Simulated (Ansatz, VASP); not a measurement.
# One calculation of HfN, two programs

INCAR

```
SYSTEM = HfN
ALGO = Normal
EDIFF = 1E-8
ENCUT = 520
GGA = PE
GGA_COMPAT = .FALSE.
ISIF = 2
ISMEAR = -1
LASPH = .TRUE.
LCHARG = .FALSE.
LEFG = .TRUE.
LREAL = .FALSE.
LWAVE = .FALSE.
NBANDS = 14
NELM = 120
PREC = Accurate
SIGMA = 0.03
```

File KPOINTS:

```
k-points
0
G
  10 10 10
  0 0 0
```

The input POSCAR:

```
HfN
1.0
    0.0000000000      2.2665050385      2.2665050385
    2.2665050385      0.0000000000      2.2665050385
    2.2665050385      2.2665050385      0.0000000000
Hf N
1 1
Direct
    0.0000000000      0.0000000000      0.0000000000
    0.5000000000      0.5000000000      0.5000000000
```

Input for Ansatz:

```yaml
crystal:
  lattice:
    - [0.0, 2.2665050385, 2.2665050385]
    - [2.2665050385, 0.0, 2.2665050385]
    - [2.2665050385, 2.2665050385, 0.0]
  atoms:
    - { symbol: Hf, position: [0.0, 0.0, 0.0] }
    - { symbol: "N", position: [0.5, 0.5, 0.5] }
kpoints:
  mp_grid: { grid: [10, 10, 10] }
scf:
  occupations: { method: fermi_dirac, width: 0.03 }
hamiltonian:
  xc: pbe
  pseudopotentials: { kind: paw }
output:
  forces: true
  stress: true
  eigenvalues: true
  efg: { contact_densities: true }
```

Change from the starting cell: volume scaled by 1.01, PAW files.

Alike in both runs: task electric field gradients; functional PBE; k mesh 10 × 10 × 10; occupations fermi-dirac, width 0.03 eV; no spin polarisation.

|  | VASP | Ansatz |
| --- | --- | --- |
| version | VASP 6.6.1 | Ansatz 0.2.0 |
| potentials or method | VASP PAW PBE potentials, release 64 (Hf_pv, N) | PAW with Ansatz's default frozen-core files, scalar-relativistic |
| plane-wave cutoff (eV) | 520 | 420 |
| valence electrons in the cell | 15 | 31 |

VASP gave:

- pressure (GPa): 0.3

Estimate Ansatz's values.

pressure (GPa): 2.7.

VASP's potentials hold 15 valence electrons a cell and Ansatz's 31, so a difference there can come from the potentials and not from the codes.

Neither program's run includes spin-orbit coupling.
